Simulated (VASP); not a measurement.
In3As, 4 atoms in the cell. The structure is cubic, space group Pm-3m (No. 221). Conventional cell: a = 4.544 Å, b = 4.544 Å, c = 4.544 Å, α = 90.00°, β = 90.00°, γ = 90.00°. Within 4.2 Å of In (site symmetry 4/mmm) lie 8 In at 3.21 Å and 4 As at 3.21 Å. Within 4.2 Å of As (site symmetry m-3m) lie 12 In at 3.21 Å. 

```yaml
Program: VASP 6.6.1
Task: single point
Functional: r2SCAN
Potentials_or_basis: VASP PAW PBE potentials, release 64 (In_d, As)
Cutoff: 520 eV
k_mesh: 4 × 4 × 4
Occupations: fermi-dirac, width 0.1 eV
Spin: no spin polarisation
Dipole_correction: no
Further_INCAR_settings: ALGO = Normal; EDIFF = 1e-06; NBANDS = 30
```

Potentials or basis: VASP PAW PBE potentials, release 64 (In_d, As).

Run with:

```sh
$ cat potpaw_PBE.64/In_d/POTCAR potpaw_PBE.64/As/POTCAR > POTCAR
$ cp INCAR.step1 INCAR
$ mpirun -np 1 vasp_std > vasp.out
$ cp INCAR.step2 INCAR
$ mpirun -np 1 vasp_std > vasp.out
```

Hardware: 1 thread of Intel Xeon 8259CL (shared host).

Estimate the wall time of this run.

Run time: 4.1 min on 1 thread of Intel Xeon 8259CL, with other jobs on the host, peak memory 0.22 GiB. Counts: k points 10.
